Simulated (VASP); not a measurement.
# BN (P3m1) in VASP: a series of runs, part 2 of 2

VASP 6.6.1.

## 4. Single point, PBE, collinear spin, ferromagnetic start

File INCAR:

```
SYSTEM = BN
ALGO     = Normal         ! electronic algorithm
EDIFF    = 1E-6           ! SCF threshold, eV
ENCUT    = 520            ! plane-wave cutoff, eV
GGA      = PE             ! functional
ISIF     = 2              ! what is computed and relaxed
ISMEAR   = 0              ! smearing method
ISPIN    = 2              ! spin polarisation
LASPH    = .TRUE.         ! aspherical terms in the spheres
LCHARG   = .TRUE.         ! write CHGCAR
LELF     = .TRUE.         ! ELF
LORBIT   = 11             ! projections on sites
LREAL    = .FALSE.        ! projectors in reciprocal space
LVHAR    = .TRUE.       
LWAVE    = .FALSE.        ! write WAVECAR
MAGMOM   = 0 0 1 1        ! initial moments
NBANDS   = 20             ! bands
NELM     = 150            ! most SCF steps
PREC     = Accurate       ! precision mode
SIGMA    = 0.1            ! smearing width, eV
```

File KPOINTS:

```
k-points
0
G
  6 6 4
  0 0 0
```

File POSCAR:

```
BN
1.0
    2.4822592900      0.0000000000      0.0000000000
   -1.2411296500      2.1496996100      0.0000000000
    0.0000000000      0.0000000000      6.8736263400
B N
2 2
Direct
    0.0000000000      0.0000000000      0.8815373700
    0.3333333300      0.6666666700      0.4539678800
    0.3333333300      0.6666666700      0.0418162800
    0.6666666700      0.3333333300      0.6226784600
```

Potentials or basis: VASP PAW PBE potentials, release 64 (B, N).

Run with:

```
$ cat potpaw_PBE.64/B/POTCAR potpaw_PBE.64/N/POTCAR > POTCAR
$ mpirun -np 1 vasp_std > vasp.out
```

OUTCAR:

```text
SYSTEM = BN
   EDIFF = 1E-6
   ENCUT = 520
   GGA = PE
   ISIF = 2
   ISMEAR = 0
   ISPIN = 2
   LASPH = .TRUE.
   LORBIT = 11
   LREAL = .FALSE.
   NELM = 150
   PREC = Accurate

 ion  position               nearest neighbor table
   1  0.000  0.000  0.882-   3 1.81   3 1.81   3 1.81
   2  0.333  0.667  0.454-   4 1.84   4 1.84   4 1.84
   3  0.333  0.667  0.042-   1 1.81   1 1.81   1 1.81
   4  0.667  0.333  0.623-   2 1.84   2 1.84   2 1.84

  LATTYP: Found a hexagonal cell.
 ALAT       =     2.4822592900
 C/A-ratio  =     2.7691008621

  Lattice vectors:

 A1 = (   2.4822592900,   0.0000000000,   0.0000000000)
 A2 = (  -1.2411296500,   2.1496996100,   0.0000000000)
 A3 = (   0.0000000000,   0.0000000000,   6.8736263400)

Analysis of symmetry for initial positions (statically):
=====================================================================
 Subroutine PRICEL returns:
 Original cell was already a primitive cell.

 Routine SETGRP: Setting up the symmetry group for a
 hexagonal supercell.

 Subroutine GETGRP returns: Found  6 space group operations
 (whereof  6 operations were pure point group operations)
 out of a pool of 24 trial point group operations.

The static configuration has the point symmetry C_3v.

Analysis of symmetry for dynamics (positions and initial velocities):
=====================================================================
 Subroutine PRICEL returns:
 Original cell was already a primitive cell.

 Routine SETGRP: Setting up the symmetry group for a
 hexagonal supercell.

 Subroutine GETGRP returns: Found  6 space group operations
 (whereof  6 operations were pure point group operations)
 out of a pool of 24 trial point group operations.

The dynamic configuration has the point symmetry C_3v.

Analysis of structural, dynamic, and magnetic symmetry:
=====================================================================
 Subroutine PRICEL returns:
 Original cell was already a primitive cell.

 Routine SETGRP: Setting up the symmetry group for a
 hexagonal supercell.

 Subroutine GETGRP returns: Found  6 space group operations
 (whereof  6 operations were pure point group operations)
 out of a pool of 24 trial point group operations.

The overall configuration has the point symmetry C_3v.

 Subroutine INISYM returns: Found  6 space group operations
 (whereof  6 operations are pure point group operations),
 and found     1 'primitive' translations

----------------------------------------------------------------------------------------

                                     Primitive cell

  volume of cell :      36.6784

  direct lattice vectors                    reciprocal lattice vectors
     2.482259290  0.000000000  0.000000000     0.402858800  0.232590637  0.000000000
    -1.241129650  2.149699610  0.000000000     0.000000000  0.465181272  0.000000000
     0.000000000  0.000000000  6.873626340     0.000000000  0.000000000  0.145483614

  length of vectors
     2.482259290  2.482259298  6.873626340     0.465181274  0.465181272  0.145483614

  position of ions in fractional coordinates (direct lattice)
[... 78 lines left out ...]
   LSORBIT =      F    spin-orbit coupling
   LASPH  =      T    aspherical Exc in radial PAW
   ENCUT  =  520.0 eV  38.22 Ry    6.18 a.u.   4.62  4.62 12.78*2*pi/ulx,y,z
   NELM   =    150;   NELMIN=  2; NELMDL= -5     # of ELM steps
   EDIFF  = 0.1E-05   stopping-criterion for ELM
   LREAL  =      F    real-space projection
   EDIFFG = 0.1E-04   stopping-criterion for IOM
   NSW    =      0    number of steps for IOM
   IBRION =     -1    ionic relax: 0-MD 1-quasi-New 2-CG
   NFREE  =      0    steps in history (QN), initial steepest desc. (CG)
   ISIF   =      2    stress and relaxation
   ISYM   =      2    0-nonsym 1-usesym 2-fastsym
   POTIM  = 0.5000    time-step for ionic-motion
   TEBEG  =    0.0;   TEEND  =   0.0 temperature during run
   PSTRESS=    0.0 pullay stress
   NELECT =      16.0000    total number of electrons
   NUPDOWN=      -1.0000    fix difference up-down
   EMIN   =  10.00;   EMAX   =-10.00  energy-range for DOS
   EFERMI =   0.00;   METHOD = LEGACY
   ISMEAR =     0;   SIGMA  =   0.10  broadening in eV -4-tet -1-fermi 0-gaus
   EFERMI_NEDOS =   21; number of points for ismear=-14 and -15
   IALGO  =     38    algorithm
   IMIX   =      4    mixing-type and parameters
     AMIX     =   0.40;   BMIX     =  1.00
     AMIX_MAG =   1.60;   BMIX_MAG =  1.00
  volume/ion in A,a.u.               =       9.17        61.88
  Fermi-wavevector in a.u.,A,eV,Ry     =   1.241589  2.346263 20.973971  1.541543
  Thomas-Fermi vector in A             =   2.375980
   LORBIT       =     11    0 simple, 1 ext, 2 COOP (PROOUT), +10 PAW based schemes
   GGA     = PE    functional components
   LHFCALC =     F    Hartree Fock is set to
   AEXX    =    0.0000 exact exchange contribution
   IVDW    =     0    specifies the selected vdW correction
   LEPSILON=     F    determine dielectric tensor
   LRPA    =     F    only Hartree local field effects (RPA)
 spin polarized calculation
 Gauss-broadening in eV      SIGMA  =   0.10
  energy-cutoff  :      520.00
  volume of cell :       36.68
 maximum number of plane-waves:      1006
   NGX =  9   NGY =  9   NGZ = 25

 number of electron      15.9999997 magnetization       0.1674095

 Free energy of the ion-electron system (eV)
  ---------------------------------------------------
  ext. energy  EPLUGINS =         0.00000000
  ---------------------------------------------------
  free energy    TOTEN  =       -22.38170058 eV

  energy without entropy =      -22.37065623  energy(sigma->0) =      -22.37617841

 E-fermi :   3.8036     XC(G=0): -10.9576

 val. band max:        3.7615099970   @ k =   0.3333   0.0000   0.0000
 cond. band min:       3.8097103071   @ k =   0.5000   0.0000   0.0000
 fundamental gap:      0.0482003102
 Fermi energy:         3.8036072763

 spin component 1

 k-point     1 :       0.0000    0.0000    0.0000
  band No.  band energies     occupation
      1     -14.2551      1.00000
      2     -13.0273      1.00000
      3      -6.0369      1.00000
      4      -0.9144      1.00000
      5       0.2972      1.00000
      6       4.8248      0.00000
[... 528 lines left out ...]
      6      -1.8346      1.00000
[... 12 lines left out ...]
     19      22.4205      0.00000
     20      24.8544      0.00000
 Fermi energy:         3.8036072763

 spin component 2

 k-point     1 :       0.0000    0.0000    0.0000
  band No.  band energies     occupation
      1     -14.2195      1.00000
      2     -12.9174      1.00000
      3      -5.9939      1.00000
      4      -0.8456      1.00000
      5       0.3494      1.00000
      6       4.8544      0.00000
[... 541 lines left out ...]
     19      22.4453      0.00000
     20      24.8763      0.00000

------------------------ aborting loop because EDIFF is reached ----------------------------------------

  FORCE on cell =-STRESS in cart. coord.  units (eV):
  Direction    XX          YY          ZZ          XY          YZ          ZX
  --------------------------------------------------------------------------------------
  -------------------------------------------------------------------------------------
  Total       -2.5677199     -2.5677199    -18.2838667      0.0000000     -0.0000000      0.0000000
  in kB     -112.1624240   -112.1624246   -798.6707654      0.0000003     -0.0000000      0.0000000
  external PRESSURE =    -340.9985380 kB  Pullay stress =       0.0000000 kB

 VOLUME and BASIS-vectors are now :
 -----------------------------------------------------------------------------
  energy-cutoff  :      520.00
  volume of cell :       36.68
      direct lattice vectors                 reciprocal lattice vectors
     2.482259290  0.000000000  0.000000000     0.402858800  0.232590637  0.000000000
    -1.241129650  2.149699610  0.000000000     0.000000000  0.465181272  0.000000000
     0.000000000  0.000000000  6.873626340     0.000000000  0.000000000  0.145483614

 POSITION                                       TOTAL-FORCE (eV/Angst)
 -----------------------------------------------------------------------------------
      0.00000      0.00000      6.05936         0.000000     -0.000000      6.064290
     -0.00000      1.43313      3.12041         0.000000     -0.000000      5.743564
     -0.00000      1.43313      0.28743        -0.000000      0.000000     -7.206525
      1.24113      0.71657      4.28006         0.000000     -0.000000     -4.601329
 -----------------------------------------------------------------------------------
    total drift:                                0.000000     -0.000001      0.000239

  FREE ENERGIE OF THE ION-ELECTRON SYSTEM (eV)
  ---------------------------------------------------
  free  energy   TOTEN  =       -22.3817005835 eV

  energy  without entropy=      -22.3706562296  energy(sigma->0) =      -22.37617841

 total charge

# of ion       s       p       d       tot
------------------------------------------
    1        0.617   0.836   0.000   1.452
    2        0.647   0.785   0.000   1.432
    3        1.342   2.143   0.000   3.485
    4        1.315   2.215   0.000   3.530
--------------------------------------------------
tot          3.921   5.978   0.000   9.899

 magnetization (x)

# of ion       s       p       d       tot
------------------------------------------
    1       -0.001   0.012   0.000   0.011
    2        0.010   0.008   0.000   0.018
    3        0.002   0.081   0.000   0.083
    4        0.000   0.012   0.000   0.012
--------------------------------------------------
tot          0.011   0.113   0.000   0.124
```

Run time: 75 s. Hardware: 1 thread of Intel Xeon 8259CL, shared host; peak memory 0.17 GiB.

Results:

| Item | Value |
| --- | --- |
| Free energy | -22.3817 eV |
| Pressure | -34.1 GPa |
| Largest force | 7.207 eV/Å |
| Net moment | 0.17 μB per cell |
| Site moments | B +0.01, +0.02; N +0.08, +0.01 μB |
| Valence electrons inside the program's atomic spheres | B 1.45, 1.43; N 3.48, 3.53 |

Forces in eV/Å, atoms in the order of the input:
```
B    0.000  0.000  6.064
B    0.000  0.000  5.744
N    0.000  0.000 -7.207
N    0.000  0.000 -4.601
```

Caveat: the k points lie up to 0.49 Å⁻¹ apart; forces of over 1 eV/Å act on the atoms, so gaps and moduli don't describe the material at rest.

## 5. Overview

```tsv
task	spin	cell	cutoff (eV)	gap on the mesh (eV)	pressure (GPa)	largest force (eV/Å)
single point	off	as given	520	none	-34.1	7.21
relaxation of cell and atoms	off	relaxed	600	4.48	-0.1	0.04
single point	collinear, ferromagnetic start	as given	520	none	-34.1	7.21
```

Alike in all rows: level PBE; potentials or basis VASP PAW PBE potentials, release 64 (B, N); k mesh 6 × 6 × 4; smearing gaussian 0.1 eV.

Caveats: all runs use coarse meshes; forces of over 1 eV/Å act on the atoms, so gaps and moduli don't describe the material at rest (at least some runs); this functional lacks dispersion, which binds the layers, so the pressure and a relaxed spacing across them are unreliable (at least some runs).

Absolute energies hang on the potentials; compare differences alone.
